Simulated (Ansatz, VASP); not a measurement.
Two plane-wave programs on AlN

```
Al N
1.0
     3.08877    0.00000    0.00000
    -1.54439    2.67495    0.00000
     0.00000    0.00000    4.94327
Al N
2 2
Direct
  0.33333 0.66667 0.99901
  0.66667 0.33333 0.49901
  0.33333 0.66667 0.38099
  0.66667 0.33333 0.88099
```

Alike in both runs: functional LDA; k mesh 12 × 12 × 6; occupations fermi-dirac, width 0.1 eV; no spin polarisation.

Ansatz relaxed the structure, and its values are those at the end. VASP's run is a single point on that final structure, the one shown.

|  | VASP | Ansatz |
| --- | --- | --- |
| version | VASP 6.6.1 | Ansatz 0.2.0 |
| potentials or method | VASP PAW LDA potentials, release 64 (Al, N) | PAW with Ansatz's default frozen-core files, scalar-relativistic |
| plane-wave cutoff (eV) | 520 | 420 |
| valence electrons in the cell | 16 | 16 |

|  | VASP | Ansatz | Ansatz less VASP |
| --- | --- | --- | --- |
| gap on the k mesh at the Fermi level (eV) | 4.42 | 4.42 | -0.007 |
| pressure (GPa) | 0.6 | 0.0 | -0.61 |

LDA's correlation is that of Perdew and Zunger in VASP and of Perdew and Wang (1992) in Ansatz.
